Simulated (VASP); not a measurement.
Wanted: the native input for a VASP 6.6.1 run.

```
Task                   : relaxation of cell and atoms
Functional             : PBEsol
Potentials or basis    : VASP PAW PBE potentials, release 64 (K_sv, Cl)
Cutoff                 : 600 eV
k mesh                 : 7 × 7 × 7
Occupations            : fermi-dirac, width 0.05 eV
Spin                   : no spin polarisation
Target pressure        : 5 GPa
Dipole correction      : no
Further INCAR settings : ALGO = Normal; EDIFF = 1e-06; IBRION = 2; EDIFFG = -0.005; NSW = 80; ISIF = 3
```

The structure of KCl lies in POSCAR:

```
KCl
1.0
    3.8391960000      0.0000000000      0.0000000000
    0.0000000000      3.8391960000      0.0000000000
    0.0000000000      0.0000000000      3.8391960000
K Cl
1 1
Direct
    0.0000000000      0.0000000000      0.0000000000
    0.5000000000      0.5000000000      0.5000000000
```

The input as run:

INCAR

```
PREC = Accurate
ENCUT = 600
EDIFF = 1E-6
ISMEAR = -1
SIGMA = 0.05
LREAL = F
LASPH = T
NELM = 80
ALGO = Normal
ISIF = 3
LWAVE = F
LCHARG = F
GGA = PS
IBRION = 2
NSW = 80
EDIFFG = -0.005
PSTRESS = 50.0
```

KPOINTS

```
regular mesh
0
Gamma
  7 7 7
```

Potentials or basis: VASP PAW PBE potentials, release 64 (K_sv, Cl).

Run with:

```console
$ cat potpaw_PBE.64/K_sv/POTCAR potpaw_PBE.64/Cl/POTCAR > POTCAR
$ mpirun -np 1 vasp_std > vasp.out
```

It gave:

```json
{"Relaxed volume": "22.44 Å³/atom", "Relaxed cell": "a = 3.554 Å, b = 3.554 Å, c = 3.554 Å, α = 90.00°, β = 90.00°, γ = 90.00°", "Space group after relaxing (to 0.05 Å)": "Pm-3m (No. 221)", "Energy change on relaxing (the enthalpy is what falls)": "+41.2 meV/atom", "Ionic steps": "4", "Pressure after relaxing": "5.0 GPa", "Band gap on the k mesh": "5.77 eV, indirect (least direct gap 5.98 eV)"}
```

Caveat: the cell is relaxed towards a set pressure, so the enthalpy falls and the energy may rise; the volume moved by over 15 % at a fixed basis, so the end points are rough; the PAW data sets were made with another functional, which shifts forces and pressure a little.

Wall time 16 s on 1 thread of Intel(R) Xeon(R) 6975P-C (Granite Rapids) (shared host), peak memory 0.19 GiB.
